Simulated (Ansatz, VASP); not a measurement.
**Hf2SiO6 in VASP and in Ansatz**

```
CELL_PARAMETERS angstrom
4.87531 -2.99992 -0.03757
4.87531 2.99992 -0.03757
-0.04794 0.00000 6.38626
ATOMIC_POSITIONS crystal
Hf 0.00495 0.50850 0.82098
Hf 0.49150 0.99505 0.17902
Si 0.50285 0.49715 0.50000
O 0.76893 0.44788 0.63000
O 0.79383 0.80523 0.00052
O 0.42916 0.73810 0.33624
O 0.19477 0.20617 0.99948
O 0.55212 0.23107 0.37000
O 0.26190 0.57084 0.66376
```

Alike in both runs: functional PBE; k mesh 6 × 6 × 4; occupations gaussian, width 0.1 eV; no spin polarisation.

Ansatz relaxed the structure, and its values are those at the end. VASP's run is a single point on that final structure, the one shown.

```csv
,VASP,Ansatz
version,VASP 6.6.1,Ansatz 0.2.0
potentials or method,"VASP PAW PBE potentials, release 64 (Hf_pv, Si, O), cutoff 520 eV","scalar-relativistic, plane waves, PAW"
valence electrons in the cell,60,92
```

```tsv
	VASP	Ansatz	Ansatz less VASP
gap on the k mesh at the Fermi level (eV)	4.62	4.62	+0.001
least direct gap on the mesh (eV)	4.81	4.82	+0.008
pressure (GPa)	-0.5	0.1	+0.62
rms of the force components (eV/Å)	0.076	0.004	-0.0722
```

The functional is the same, so the differences come from potentials, cutoffs and numerics. VASP's potentials hold 60 valence electrons a cell and Ansatz's 92, so a difference there can come from the potentials and not from the codes.

Neither program's run includes spin-orbit coupling.
